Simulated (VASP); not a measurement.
# SnS3 (Fm-3m) in VASP: a series of runs

SnS3 is run at these levels: PBE; tasks: single point, relaxation of cell and atoms.

All numbers are computed with VASP 6.6.1; they aren't measurements. Logs are shortened: lines on timing, memory, paths and dates and some standing lists are left out, and cuts for length are marked.

## Step 1: The cell of the first run

The structure is cubic, space group Fm-3m (No. 225). The conventional cell has a = 6.708 Å, b = 6.708 Å, c = 6.708 Å, α = 90.00°, β = 90.00°, γ = 90.00°. Sn (site symmetry m-3m) has 14 S at 2.90 to 3.35 Å within 3.8 Å. Within 3.8 Å of S (site symmetry m-3m) lie 8 S at 2.90 Å and 6 Sn at 3.35 Å. S (site symmetry -43m) has 4 Sn at 2.90 Å and 10 S at 2.90 to 3.35 Å within 3.8 Å.

## Step 2: Single point, PBE

Input file INCAR:

```
PREC = Accurate
ENCUT = 520
EDIFF = 1E-6
ISMEAR = -1
SIGMA = 0.02
LREAL = F
LASPH = T
NELM = 60
ALGO = Normal
ISIF = 2
LWAVE = F
LCHARG = T
GGA = PE
LELF = T
LVHAR = T
NBANDS = 24
```

Input file KPOINTS:

```
Automatic mesh
0
Gamma
  6 6 6
```

Input file POSCAR:

```
SnS3
1.0
    0.0000000000      3.3540184400      3.3540184400
    3.3540184400      0.0000000000      3.3540184400
    3.3540184400      3.3540184400      0.0000000000
Sn S
1 3
Direct
    0.0000000000      0.0000000000      0.0000000000
    0.5000000000      0.5000000000      0.5000000000
    0.2500000000      0.2500000000      0.2500000000
    0.7500000000      0.7500000000      0.7500000000
```

Potentials or basis: VASP PAW PBE potentials, release 64 (Sn_d, S).

Launch:

```sh
$ cat potpaw_PBE.64/Sn_d/POTCAR potpaw_PBE.64/S/POTCAR > POTCAR
$ mpirun -np 1 vasp_std > vasp.out
```

OUTCAR:

```text
PREC = Accurate
   ENCUT = 520
   EDIFF = 1E-6
   ISMEAR = -1
   LREAL = F
   LASPH = T
   NELM = 60
   ISIF = 2
   GGA = PE

 ion  position               nearest neighbor table
   1  0.000  0.000  0.000-   4 2.90   4 2.90   4 2.90   3 2.90   4 2.90   3 2.90   3 2.90   3 2.90

   2  0.500  0.500  0.500-
   3  0.250  0.250  0.250-   1 2.90   1 2.90   1 2.90   1 2.90
   4  0.750  0.750  0.750-   1 2.90   1 2.90   1 2.90   1 2.90

  LATTYP: Found a face centered cubic cell.
 ALAT       =     6.7080368800

  Lattice vectors:

 A1 = (   0.0000000000,   3.3540184400,   3.3540184400)
 A2 = (   3.3540184400,   0.0000000000,   3.3540184400)
 A3 = (   3.3540184400,   3.3540184400,   0.0000000000)

Analysis of symmetry for initial positions (statically):
=====================================================================
 Subroutine PRICEL returns:
 Original cell was already a primitive cell.

 Routine SETGRP: Setting up the symmetry group for a
 face centered cubic supercell.

 Subroutine GETGRP returns: Found 48 space group operations
 (whereof 48 operations were pure point group operations)
 out of a pool of 48 trial point group operations.

The static configuration has the point symmetry O_h .

Analysis of symmetry for dynamics (positions and initial velocities):
=====================================================================
 Subroutine PRICEL returns:
 Original cell was already a primitive cell.

 Routine SETGRP: Setting up the symmetry group for a
 face centered cubic supercell.

 Subroutine GETGRP returns: Found 48 space group operations
 (whereof 48 operations were pure point group operations)
 out of a pool of 48 trial point group operations.

The dynamic configuration has the point symmetry O_h .

 Subroutine INISYM returns: Found 48 space group operations
 (whereof 48 operations are pure point group operations),
 and found     1 'primitive' translations

----------------------------------------------------------------------------------------

                                     Primitive cell

  volume of cell :      75.4617

[... 74 lines left out ...]
   PREC   = accura    normal or accurate (medium, high low for compatibility)
   ISTART =      0    job   : 0-new  1-cont  2-samecut
   ICHARG =      2    charge: 1-file 2-atom 10-const
   ISPIN  =      1    spin polarized calculation?
   LNONCOLLINEAR =      F non collinear calculations
   LSORBIT =      F    spin-orbit coupling
   LASPH  =      T    aspherical Exc in radial PAW
   ENCUT  =  520.0 eV  38.22 Ry    6.18 a.u.   8.82  8.82  8.82*2*pi/ulx,y,z
   NELM   =     60;   NELMIN=  2; NELMDL= -5     # of ELM steps
   EDIFF  = 0.1E-05   stopping-criterion for ELM
   LREAL  =      F    real-space projection
   EDIFFG = 0.1E-04   stopping-criterion for IOM
   NSW    =      0    number of steps for IOM
   IBRION =     -1    ionic relax: 0-MD 1-quasi-New 2-CG
   NFREE  =      0    steps in history (QN), initial steepest desc. (CG)
   ISIF   =      2    stress and relaxation
   ISYM   =      2    0-nonsym 1-usesym 2-fastsym
   POTIM  = 0.5000    time-step for ionic-motion
   TEBEG  =    0.0;   TEEND  =   0.0 temperature during run
   PSTRESS=    0.0 pullay stress
   NELECT =      32.0000    total number of electrons
   NUPDOWN=      -1.0000    fix difference up-down
   EMIN   =  10.00;   EMAX   =-10.00  energy-range for DOS
   EFERMI =   0.00;   METHOD = LEGACY
   ISMEAR =    -1;   SIGMA  =   0.02  broadening in eV -4-tet -1-fermi 0-gaus
   EFERMI_NEDOS =   21; number of points for ismear=-14 and -15
   IALGO  =     38    algorithm
   IMIX   =      4    mixing-type and parameters
     AMIX     =   0.40;   BMIX     =  1.00
     AMIX_MAG =   1.60;   BMIX_MAG =  1.00
  volume/ion in A,a.u.               =      18.87       127.31
  Fermi-wavevector in a.u.,A,eV,Ry     =   1.229937  2.324243 20.582131  1.512744
  Thomas-Fermi vector in A             =   2.364805
   LORBIT       =      0    0 simple, 1 ext, 2 COOP (PROOUT), +10 PAW based schemes
   GGA     = PE    functional components
   LHFCALC =     F    Hartree Fock is set to
   AEXX    =    0.0000 exact exchange contribution
   IVDW    =     0    specifies the selected vdW correction
   LEPSILON=     F    determine dielectric tensor
   LRPA    =     F    only Hartree local field effects (RPA)
 non-spin polarized calculation
  energy-cutoff  :      520.00
  volume of cell :       75.46
 maximum number of plane-waves:      2085
   NGX = 17   NGY = 17   NGZ = 17

 number of electron      32.0000009 magnetization

 Free energy of the ion-electron system (eV)
  ---------------------------------------------------
  ext. energy  EPLUGINS =         0.00000000
  ---------------------------------------------------
  free energy    TOTEN  =       -14.15313561 eV

  energy without entropy =      -14.14644345  energy(sigma->0) =      -14.14978953

 E-fermi :   7.2749     XC(G=0): -10.7888

 val. band max:        7.1835285003   @ k =  -0.3333   0.5000   0.1667
 cond. band min:       7.2762216952   @ k =   0.5000   0.1667   0.0000
 fundamental gap:      0.0926931949
 Fermi energy:         7.2748949886

 k-point     1 :       0.0000    0.0000    0.0000
  band No.  band energies     occupation
      1     -14.1394      2.00000
      2     -14.1394      2.00000
      3     -14.1394      2.00000
      4     -14.1271      2.00000
      5     -14.1271      2.00000
      6      -7.8961      2.00000
[... 421 lines left out ...]
     23      15.4982      0.00000
     24      16.6180      0.00000

------------------------ aborting loop because EDIFF is reached ----------------------------------------

  FORCE on cell =-STRESS in cart. coord.  units (eV):
  Direction    XX          YY          ZZ          XY          YZ          ZX
  --------------------------------------------------------------------------------------
  -------------------------------------------------------------------------------------
  Total       -0.3580030     -0.3580030     -0.3580030      0.0000000     -0.0000000      0.0000000
  in kB       -7.6010027     -7.6010027     -7.6010027      0.0000000     -0.0000000      0.0000000
  external PRESSURE =      -7.6010027 kB  Pullay stress =       0.0000000 kB

 VOLUME and BASIS-vectors are now :
 -----------------------------------------------------------------------------
  energy-cutoff  :      520.00
  volume of cell :       75.46
      direct lattice vectors                 reciprocal lattice vectors
     0.000000000  3.354018440  3.354018440    -0.149074911  0.149074911  0.149074911
     3.354018440  0.000000000  3.354018440     0.149074911 -0.149074911  0.149074911
     3.354018440  3.354018440  0.000000000     0.149074911  0.149074911 -0.149074911

 POSITION                                       TOTAL-FORCE (eV/Angst)
 -----------------------------------------------------------------------------------
      0.00000      0.00000      0.00000        -0.000000     -0.000000     -0.000000
      3.35402      3.35402      3.35402        -0.000000     -0.000000     -0.000000
      1.67701      1.67701      1.67701         0.000000      0.000000     -0.000000
      5.03103      5.03103      5.03103        -0.000000     -0.000000      0.000000
 -----------------------------------------------------------------------------------
    total drift:                               -0.000000      0.000000      0.000000

  FREE ENERGIE OF THE ION-ELECTRON SYSTEM (eV)
  ---------------------------------------------------
  free  energy   TOTEN  =       -14.1531356132 eV

  energy  without entropy=      -14.1464434504  energy(sigma->0) =      -14.14978953
```

OSZICAR:

```text
N       E                     dE             d eps       ncg     rms          rms(c)
DAV:   1     0.263811487637E+03    0.26381E+03   -0.14025E+04   808   0.157E+03
DAV:   2     0.165811974196E+02   -0.24723E+03   -0.23245E+03   824   0.432E+02
DAV:   3    -0.131855464552E+02   -0.29767E+02   -0.28305E+02   952   0.118E+02
DAV:   4    -0.143323507977E+02   -0.11468E+01   -0.11401E+01   968   0.243E+01
DAV:   5    -0.143686462983E+02   -0.36296E-01   -0.36286E-01  1152   0.456E+00    0.102E+01
DAV:   6    -0.141656224670E+02    0.20302E+00   -0.32052E-01  1192   0.536E+00    0.631E+00
DAV:   7    -0.141593563290E+02    0.62661E-02   -0.95946E-02  1064   0.213E+00    0.243E+00
DAV:   8    -0.141535052869E+02    0.58510E-02   -0.21303E-02   952   0.106E+00    0.459E-01
DAV:   9    -0.141530510344E+02    0.45425E-03   -0.41575E-03  1032   0.549E-01    0.124E-01
DAV:  10    -0.141531121593E+02   -0.61125E-04   -0.47307E-04   968   0.122E-01    0.793E-02
DAV:  11    -0.141531347414E+02   -0.22582E-04   -0.46138E-05  1000   0.577E-02    0.346E-02
DAV:  12    -0.141531356132E+02   -0.87179E-06   -0.72269E-06  1000   0.298E-02
   1 F= -.14153136E+02 E0= -.14149790E+02  d E =-.669216E-02
```

stdout:

```text
POSCAR found type information on POSCAR SnS
 POSCAR found :  2 types and       4 ions
 scaLAPACK will be used
 LDA part: xc-table for (Slater+PW92), standard interpolation
 POSCAR, INCAR and KPOINTS ok, starting setup
 FFT: planning ... GRIDC
 FFT: planning ... GRID_SOFT
 FFT: planning ... GRID
 WAVECAR not read
 entering main loop
```

Run time: 26 s. Hardware: 1 thread of Intel Xeon Platinum 8259CL at 2.50GHz (Skylake/Cascade Lake), shared host; peak memory 0.2 GiB.

Results:

```
Free energy            : -14.1531 eV
Pressure               : -0.8 GPa
Band gap on the k mesh : zero (band 16 reaches 7.71 eV, above the bottom of band 17 at 5.48 eV)
```

Levels at points of the mesh, in eV from the Fermi level:
```tsv
k point	band 14	band 15	band 16	band 17	band 18	band 19
(0.00, 0.00, 0.00)	-3.41	-3.41	-1.80	-1.80	-1.80	4.61
(0.50, 0.00, 0.00)	-2.26	-1.30	0.20	0.20	1.15	3.16
(0.50, 0.50, 0.00)	-0.88	-0.38	-0.16	0.15	0.15	3.99
```

Caveat: spin-orbit coupling is left out, which moves the levels of the heavy elements.

## Step 3: Relaxation of cell and atoms, PBE

This run uses another cell than the first one, of 18.68 Å³/atom, 0.990 times its volume.

Input file INCAR:

```
SYSTEM = SnS3
ALGO = Normal
EDIFF = 1E-6
EDIFFG = -0.02
ENCUT = 600
GGA = PE
IBRION = 2
ISIF = 3
ISMEAR = -1
LASPH = .True.
LCHARG = .False.
LREAL = .False.
LWAVE = .False.
NELM = 100
NSW = 80
PREC = Accurate
SIGMA = 0.02
```

Input file KPOINTS:

```
k-points
0
Gamma
  6 6 6
  0 0 0
```

Input file POSCAR:

```
SnS3
1.0
    0.0000000000      3.3429123374      3.3429123374
    3.3429123374      0.0000000000      3.3429123374
    3.3429123374      3.3429123374      0.0000000000
Sn S
1 3
Direct
    0.0000000000      0.0000000000      0.0000000000
    0.5000000000      0.5000000000      0.5000000000
    0.2500000000      0.2500000000      0.2500000000
    0.7500000000      0.7500000000      0.7500000000
```

Potentials or basis: VASP PAW PBE potentials, release 64 (Sn_d, S).

Launch:

```sh
$ cat potpaw_PBE.64/Sn_d/POTCAR potpaw_PBE.64/S/POTCAR > POTCAR
$ mpirun -np 1 vasp_std > vasp.out
```

It took 31 s on 1 thread of Intel Xeon Platinum 8259CL at 2.50GHz (Skylake/Cascade Lake), shared host; peak memory 0.24 GiB.

The run converged. Its results:

- Free energy: -14.1553 eV
- Pressure after relaxing: 0.0 GPa
- Band gap on the k mesh: zero (band 16 reaches 7.85 eV, above the bottom of band 17 at 5.58 eV)

Final structure:
```
CELL_PARAMETERS angstrom
0.00000 3.34291 3.34291
3.34291 0.00000 3.34291
3.34291 3.34291 0.00000
ATOMIC_POSITIONS crystal
Sn 0.00000 0.00000 0.00000
S 0.50000 0.50000 0.50000
S 0.25000 0.25000 0.25000
S 0.75000 0.75000 0.75000
```

Levels at points of the mesh, in eV from the Fermi level:
```tsv
k point	band 12	band 13	band 14	band 15	band 16	band 17	band 18	band 19	band 20
(0.00, 0.00, 0.00)	-3.60	-3.45	-3.45	-3.45	-1.83	-1.83	-1.83	4.57	4.57
(0.50, 0.00, 0.00)	-3.77	-3.77	-2.27	-1.29	0.20	0.20	1.18	3.16	3.16
(0.50, 0.50, 0.00)	-1.75	-0.89	-0.89	-0.38	-0.13	0.15	0.15	4.03	5.13
```

Caveat: the relaxation stopped at its first step, so nothing moved; spin-orbit coupling is left out, which moves the levels of the heavy elements.
